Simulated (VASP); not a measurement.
Bi2Te3: single point with LDA

The system is Bi2Te3.

```
Bi Te
1.0
     2.20850    1.27508    9.94667
    -2.20850    1.27508    9.94667
     0.00000   -2.55016    9.94667
Bi Te
2 3
Direct
  0.18800 0.18800 0.18800
  0.59800 0.59800 0.59800
  0.38900 0.38900 0.38900
  0.80000 0.80000 0.80000
  0.00000 0.00000 0.00000
```

* Program: VASP 6.6.1
* Task: single point
* Functional: LDA
* Potentials or basis: VASP PAW LDA potentials, release 64 (Bi_d, Te)
* Cutoff: 520 eV
* k mesh: 6 × 6 × 6
* Occupations: fermi-dirac, width 0.05 eV
* Spin: no spin polarisation
* Dipole correction: no
* Further INCAR settings: ALGO = Normal; EDIFF = 1e-06; NBANDS = 32

- Pressure: -1.8 GPa
- Largest force: 1.195 eV/Å
- Band gap on the k mesh: zero (bands 24 and 25 overlap by 0.12 eV)

Forces in eV/Å, atoms in the order of the input:
```
Bi   0.000  0.000  0.769
Bi   0.000  0.000  0.481
Te   0.000  0.000  0.654
Te   0.000  0.000 -0.708
Te   0.000  0.000 -1.195
```

Stress tensor (GPa, compression positive):
```
-1.41  0.00  0.00
 0.00 -1.41  0.00
 0.00  0.00 -2.60
```

Levels at points of the mesh, in eV from the Fermi level:
| k point | band 22 | band 23 | band 24 | band 25 | band 26 | band 27 |
| --- | --- | --- | --- | --- | --- | --- |
| (0.00, 0.00, 0.00) | -0.46 | -0.41 | -0.41 | -0.05 | 0.31 | 0.31 |
| (0.50, 0.00, 0.00) | -2.16 | -0.26 | -0.22 | -0.11 | 0.48 | 2.53 |
| (0.50, 0.50, 0.00) | -1.80 | -1.03 | -0.45 | 0.38 | 1.15 | 1.78 |
| (0.50, 0.50, 0.50) | -0.86 | -0.66 | -0.66 | 0.44 | 0.89 | 0.89 |

Wall time 8.7 min on 1 thread of Intel(R) Xeon(R) 6975P-C (Granite Rapids), on a shared host, peak memory 0.72 GiB.

Caveat: spin-orbit coupling is left out, which moves the levels of the heavy elements; forces of over 1 eV/Å act on the atoms, so gaps and moduli don't describe the material at rest.
